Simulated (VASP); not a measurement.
CoO: single point with PBE

CoO:

```
CELL_PARAMETERS angstrom
2.82845 0.00000 0.00000
-1.41423 2.44951 0.00000
0.00000 0.00000 2.72172
ATOMIC_POSITIONS crystal
Co 0.00000 0.00000 0.50000
O 0.66667 0.33333 0.00000
```

* Program: VASP 6.6.1
* Task: single point
* Functional: PBE
* Potentials or basis: VASP PAW PBE potentials, release 64 (Co_sv, O)
* Cutoff: 700 eV
* k mesh: 11 × 11 × 10
* Occupations: fermi-dirac, width 0.05 eV
* Spin: collinear spin, ferromagnetic start
* Starting moments: [2.0, 0.0] μB

```yaml
Pressure: -1.1 GPa
Band_gap_on_the_k_mesh: zero (filled and empty bands overlap)
Net_moment: 3.00 μB per cell
Site_moments: Co +2.53; O +0.40 μB
Valence_electrons_inside_the_program's_atomic_spheres: Co 14.88; O 4.97
```

Stress tensor (GPa, compression positive):
```
-1.09  0.00  0.00
 0.00 -1.09  0.00
 0.00  0.00 -1.24
```

Levels at points of the mesh, in eV from the Fermi level:
Spin up:
```csv
k point,band 10,band 11,band 12,band 13,band 14,band 15,band 16,band 17
"(0.00, 0.00, 0.00)",-2.95,-2.95,-1.04,-1.04,0.62,14.58,16.03,16.03
"(0.00, 0.00, 0.50)",-3.31,-2.19,-1.30,-1.30,6.77,6.83,21.29,21.29
```
Spin down:
```
           k point  band 7  band 8  band 9  band 10  band 11  band 12  band 13  band 14
(0.00, 0.00, 0.00)   -3.74   -3.05   -2.70     0.30     0.30     0.80     0.80     1.22
(0.00, 0.00, 0.50)   -3.08   -3.08   -1.00    -1.00    -0.13     0.94     0.95     7.28
```

It took 3.1 min on 1 thread of Intel(R) Xeon(R) Platinum 8259CL CPU @ 2.50GHz (Skylake/Cascade Lake) (shared host), peak memory 0.3 GiB.

Caveat: a cell with one magnetic atom can't hold antiferromagnetic order, which such compounds often take; semilocal functionals often make such compounds metallic where correlation or magnetic order opens a gap, which also shifts bond lengths. With open d or f shells a metallic result of PBE can be an artefact of self-interaction; +U or a hybrid may open a gap.
